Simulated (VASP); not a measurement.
# C (Fd-3m) in VASP: relaxation of cell and atoms with PBE

Aim: the relaxation of cell and atoms of C with PBE.

Program: VASP 6.6.1. These are calculated values, not measurements. Logs are shortened: lines on timing, memory, paths and dates and some standing lists are left out, and cuts for length are marked.

### 1 The cell of the first run

The structure is cubic, space group Fd-3m (No. 227). The conventional cell has a = 3.265 Å, b = 3.265 Å, c = 3.265 Å, α = 90.00°, β = 90.00°, γ = 90.00°. Within 1.9 Å of C (site symmetry -43m) lie 4 C at 1.41 Å.

### 2 Relaxation of cell and atoms, PBE, target pressure 190 GPa, at which the enthalpy is minimised

INCAR

```
ALGO = Normal
EDIFF = 1E-6
EDIFFG = -0.005
ENCUT = 600
GGA = PE
IBRION = 2
ISIF = 3
ISMEAR = -1
LASPH = True
LCHARG = False
LREAL = False
LWAVE = False
NELM = 60
NSW = 32
PREC = Accurate
PSTRESS = 1900.0
SIGMA = 0.08
```

KPOINTS

```
k-points
0
Gamma
  25 25 25
```

POSCAR

```
C
1.0
   -1.1541731767      1.1541731767      1.6323105246
    1.1541731767     -1.1541731767      1.6323105246
    1.1541731767      1.1541731767     -1.6323105246
C
2
Direct
   -0.3750000000     -0.1250000000     -0.2500000000
    0.3750000000      0.1250000000      0.2500000000
```

Potentials or basis: VASP PAW PBE potentials, release 64 (C).

The run is started by

```console
> cat potpaw_PBE.64/C/POTCAR > POTCAR
> mpirun -np 1 vasp_std > vasp.out
```

OUTCAR:

```text
EDIFF = 1E-6
   EDIFFG = -0.005
   ENCUT = 600
   GGA = PE
   IBRION = 2
   ISIF = 3
   ISMEAR = -1
   LASPH = True
   LREAL = False
   NELM = 60
   NSW = 32
   PREC = Accurate
   PSTRESS = 1900.0

 ion  position               nearest neighbor table
   1  0.625  0.875  0.750-   2 1.41   2 1.41   2 1.41   2 1.41
   2  0.375  0.125  0.250-   1 1.41   1 1.41   1 1.41   1 1.41

  LATTYP: Found a body centered tetragonal cell.
 ALAT       =     2.3083463534
 C/A-ratio  =     1.4142682897

  Lattice vectors:

 A1 = (  -1.1541731767,   1.1541731767,   1.6323105246)
 A2 = (   1.1541731767,  -1.1541731767,   1.6323105246)
 A3 = (   1.1541731767,   1.1541731767,  -1.6323105246)

Analysis of symmetry for initial positions (statically):
=====================================================================
 Subroutine PRICEL returns:
 Original cell was already a primitive cell.

 Routine SETGRP: Setting up the symmetry group for a
 body centered tetragonal supercell.

 Subroutine GETGRP returns: Found 16 space group operations
 (whereof  4 operations were pure point group operations)
 out of a pool of 16 trial point group operations.

The static configuration has the point symmetry C_2h.
 The point group associated with its full space group is D_4h.

Analysis of symmetry for dynamics (positions and initial velocities):
=====================================================================
 Subroutine PRICEL returns:
 Original cell was already a primitive cell.

 Routine SETGRP: Setting up the symmetry group for a
 body centered tetragonal supercell.

 Subroutine GETGRP returns: Found 16 space group operations
 (whereof  4 operations were pure point group operations)
 out of a pool of 16 trial point group operations.

The dynamic configuration has the point symmetry C_2h.
 The point group associated with its full space group is D_4h.

 Subroutine INISYM returns: Found 16 space group operations
 (whereof  4 operations are pure point group operations),
 and found     1 'primitive' translations

----------------------------------------------------------------------------------------

                                     Primitive cell

  volume of cell :       8.6977

  direct lattice vectors                    reciprocal lattice vectors
    -1.154173177  1.154173177  1.632310525     0.000000000  0.433210553  0.306314266
     1.154173177 -1.154173177  1.632310525     0.433210553  0.000000000  0.306314266
     1.154173177  1.154173177 -1.632310525     0.433210553  0.433210553  0.000000000

  length of vectors
     2.308391018  2.308391018  2.308391018     0.530565559  0.530565559  0.612652239

  position of ions in fractional coordinates (direct lattice)
     0.625000000  0.875000000  0.750000000
     0.375000000  0.125000000  0.250000000

  ion indices of the primitive-cell ions
   primitive index   ion index
                 1           1
                 2           2

----------------------------------------------------------------------------------------

 KPOINTS: k-points

Automatic generation of k-mesh.
 Grid dimensions read from file:
 generate k-points for:   25   25   25

 Generating k-lattice:

  Cartesian coordinates                     Fractional coordinates (reciprocal lattice)
     0.000000000  0.017328422  0.012252571     0.040000000  0.000000000 -0.000000000
     0.017328422  0.000000000  0.012252571     0.000000000  0.040000000 -0.000000000
     0.017328422  0.017328422  0.000000000     0.000000000  0.000000000  0.040000000

  Length of vectors
     0.021222622  0.021222622  0.024506090

  Shift w.r.t. Gamma in fractional coordinates (k-lattice)
     0.000000000  0.000000000  0.000000000

 Subroutine IBZKPT returns following result:
 ===========================================

 Found   1183 irreducible k-points:

 Following reciprocal coordinates:
            Coordinates               Weight
  0.000000  0.000000  0.000000      1.000000
  0.040000 -0.000000  0.000000      8.000000
  0.080000 -0.000000  0.000000      8.000000
  0.120000 -0.000000  0.000000      8.000000
  0.160000 -0.000000  0.000000      8.000000
  0.200000 -0.000000  0.000000      8.000000
[... 16 lines left out ...]
  0.400000  0.040000 -0.000000     16.000000
  0.440000  0.040000  0.000000     16.000000
 [... further k-points ...]
   k-points           NKPTS =   1183   k-points in BZ     NKDIM =   1183   number of bands    NBANDS=      8
   number of dos      NEDOS =    301   number of ions     NIONS =      2
   total plane-waves  NPLWV =   5832
   dimension x,y,z NGX =    18 NGY =   18 NGZ =   18
   dimension x,y,z NGXF=    36 NGYF=   36 NGZF=   36
   ions per type =               2
   NGX,Y,Z   is equivalent  to a cutoff of  12.96, 12.96, 12.96 a.u.
   NGXF,Y,Z  is equivalent  to a cutoff of  25.93, 25.93, 25.93 a.u.
 SYSTEM =  unknown system
   PREC   = accura    normal or accurate (medium, high low for compatibility)
   ISTART =      0    job   : 0-new  1-cont  2-samecut
   ICHARG =      2    charge: 1-file 2-atom 10-const
   ISPIN  =      1    spin polarized calculation?
   LNONCOLLINEAR =      F non collinear calculations
   LSORBIT =      F    spin-orbit coupling
   LASPH  =      T    aspherical Exc in radial PAW
   ENCUT  =  600.0 eV  44.10 Ry    6.64 a.u.   4.61  4.61  4.61*2*pi/ulx,y,z
   NELM   =     60;   NELMIN=  2; NELMDL= -5     # of ELM steps
   EDIFF  = 0.1E-05   stopping-criterion for ELM
   LREAL  =      F    real-space projection
   EDIFFG = -.5E-02   stopping-criterion for IOM
   NSW    =     32    number of steps for IOM
   IBRION =      2    ionic relax: 0-MD 1-quasi-New 2-CG
   NFREE  =      1    steps in history (QN), initial steepest desc. (CG)
   ISIF   =      3    stress and relaxation
   ISYM   =      2    0-nonsym 1-usesym 2-fastsym
   POTIM  = 0.5000    time-step for ionic-motion
   TEBEG  =    0.0;   TEEND  =   0.0 temperature during run
   PSTRESS= 1900.0 pullay stress
   NELECT =       8.0000    total number of electrons
   NUPDOWN=      -1.0000    fix difference up-down
   EMIN   =  10.00;   EMAX   =-10.00  energy-range for DOS
   EFERMI =   0.00;   METHOD = LEGACY
   ISMEAR =    -1;   SIGMA  =   0.08  broadening in eV -4-tet -1-fermi 0-gaus
   EFERMI_NEDOS =   21; number of points for ismear=-14 and -15
   IALGO  =     38    algorithm
   IMIX   =      4    mixing-type and parameters
     AMIX     =   0.40;   BMIX     =  1.00
     AMIX_MAG =   1.60;   BMIX_MAG =  1.00
  volume/ion in A,a.u.               =       4.35        29.35
  Fermi-wavevector in a.u.,A,eV,Ry     =   1.592098  3.008630 34.487741  2.534777
  Thomas-Fermi vector in A             =   2.690536
   LORBIT       =      0    0 simple, 1 ext, 2 COOP (PROOUT), +10 PAW based schemes
   GGA     = PE    functional components
   LHFCALC =     F    Hartree Fock is set to
   AEXX    =    0.0000 exact exchange contribution
   IVDW    =     0    specifies the selected vdW correction
   LEPSILON=     F    determine dielectric tensor
   LRPA    =     F    only Hartree local field effects (RPA)
 conjugate gradient relaxation of ions
 non-spin polarized calculation
  energy-cutoff  :      600.00
  volume of cell :        8.70
 maximum number of plane-waves:       303
   NGX =  9   NGY =  9   NGZ =  9

--------------------------------------- Ionic step        1  -------------------------------------------

 number of electron       7.9999999 magnetization

 Free energy of the ion-electron system (eV)
  ---------------------------------------------------
  ext. energy  EPLUGINS =         0.00000000
  ---------------------------------------------------
  free energy    TOTEN  =       -16.86971399 eV

  energy without entropy =      -16.86971399  energy(sigma->0) =      -16.86971399

------------------------ aborting loop because EDIFF is reached ----------------------------------------

  FORCE on cell =-STRESS in cart. coord.  units (eV):
  Direction    XX          YY          ZZ          XY          YZ          ZX
  --------------------------------------------------------------------------------------
  -------------------------------------------------------------------------------------
  Total       10.3589641     10.3589641     10.3564379     -0.0000000      0.0000000      0.0000000
  in kB     1908.1925074   1908.1925074   1907.7271498     -0.0000000      0.0000000      0.0000000
  external PRESSURE =       8.0373882 kB  Pullay stress =    1900.0000000 kB
[... 61 lines left out ...]
  enthalpy is  TOTEN    =        -6.5550790607 eV   P V=       10.3470910456

--------------------------------------- Ionic step        3  -------------------------------------------

 number of electron       7.9999999 magnetization

 Free energy of the ion-electron system (eV)
  ---------------------------------------------------
  ext. energy  EPLUGINS =         0.00000000
  ---------------------------------------------------
  free energy    TOTEN  =       -16.87771569 eV

  energy without entropy =      -16.87771569  energy(sigma->0) =      -16.87771569

 E-fermi :  15.4604     XC(G=0): -14.6225

 val. band max:       13.9577460222   @ k =   0.0000   0.0000   0.0000
 cond. band min:      18.7221505211   @ k =  -0.3600   0.3600   0.0000
 fundamental gap:      4.7644044990
 Fermi energy:        15.4604388723

 k-point     1 :       0.0000    0.0000    0.0000
  band No.  band energies     occupation
      1     -11.4231      2.00000
      2      13.9573      2.00000
      3      13.9577      2.00000
      4      13.9577      2.00000
      5      20.2828      0.00000
      6      20.2828      0.00000
      7      20.2831      0.00000
      8      33.8320      0.00000
[... 243 lines left out ...]
 k-point    24 :       0.4400    0.0400    0.0000
  band No.  band energies     occupation
      1      -4.8179      2.00000
      2      -1.6460      2.00000
      3      10.1476      2.00000
      4      10.4534      2.00000
      5      23.5450      0.00000
      6      23.5888      0.00000
      7      26.7556      0.00000
      8      32.0801      0.00000

 [... further k-points ...]

------------------------ aborting loop because EDIFF is reached ----------------------------------------

  FORCE on cell =-STRESS in cart. coord.  units (eV):
  Direction    XX          YY          ZZ          XY          YZ          ZX
  --------------------------------------------------------------------------------------
  -------------------------------------------------------------------------------------
  Total       10.3230576     10.3230576     10.3215026      0.0000000      0.0000000      0.0000000
  in kB     1900.1071657   1900.1071657   1899.8209584      0.0000000      0.0000000      0.0000000
  external PRESSURE =       0.0117633 kB  Pullay stress =    1900.0000000 kB
[... 17 lines left out ...]
  FREE ENERGIE OF THE ION-ELECTRON SYSTEM (eV)
  ---------------------------------------------------
  free  energy   TOTEN  =       -16.8777156944 eV

  energy  without entropy=      -16.8777156944  energy(sigma->0) =      -16.87771569

  enthalpy is  TOTEN    =        -6.5552403360 eV   P V=       10.3224753584

 reached required accuracy - stopping structural energy minimisation
```

Wall time 3.4 min (1 thread of Intel Xeon 8259CL, shared host); peak memory 0.19 GiB.

What came out:

- Free energy: -16.8777 eV
- Relaxed volume: 4.35 Å³/atom
- Relaxed cell: a = 2.309 Å, b = 2.309 Å, c = 2.309 Å, α = 120.00°, β = 120.00°, γ = 90.00°
- Space group after relaxing (to 0.1 Å): Fd-3m (No. 227)
- Energy change on relaxing (the run minimises the enthalpy): -4.0 meV/atom
- Ionic steps: 3
- Pressure after relaxing: 190.0 GPa
- Band gap on the k mesh: 4.76 eV (least direct gap 6.33 eV)

Step by step:
| step | energy change (eV) | largest force (eV/Å) | pressure (GPa) | volume (Å³) |
| --- | --- | --- | --- | --- |
| 1 | 0.0000 | 0.0000 | 190.80 | 8.70 |
| 2 | -0.0325 | 0.0000 | 187.53 | 8.73 |
| 3 | -0.0080 | 0.0000 | 190.00 | 8.70 |

Final structure:
```cif
data_structure
_symmetry_space_group_name_H-M 'P 1'
_symmetry_Int_Tables_number 1
_cell_length_a 2.3090
_cell_length_b 2.3090
_cell_length_c 2.3090
_cell_angle_alpha 120.001
_cell_angle_beta 120.001
_cell_angle_gamma 89.999
_cell_volume 8.70
loop_
_atom_site_label
_atom_site_type_symbol
_atom_site_fract_x
_atom_site_fract_y
_atom_site_fract_z
_atom_site_occupancy
C1 C 0.62500 0.87500 0.75000 1
C2 C 0.37500 0.12500 0.25000 1
```

Caveat: the cell is relaxed towards a set pressure, so the run minimises the enthalpy, not the energy; an odd mesh through Γ misses points on the zone boundary, where band edges can lie.
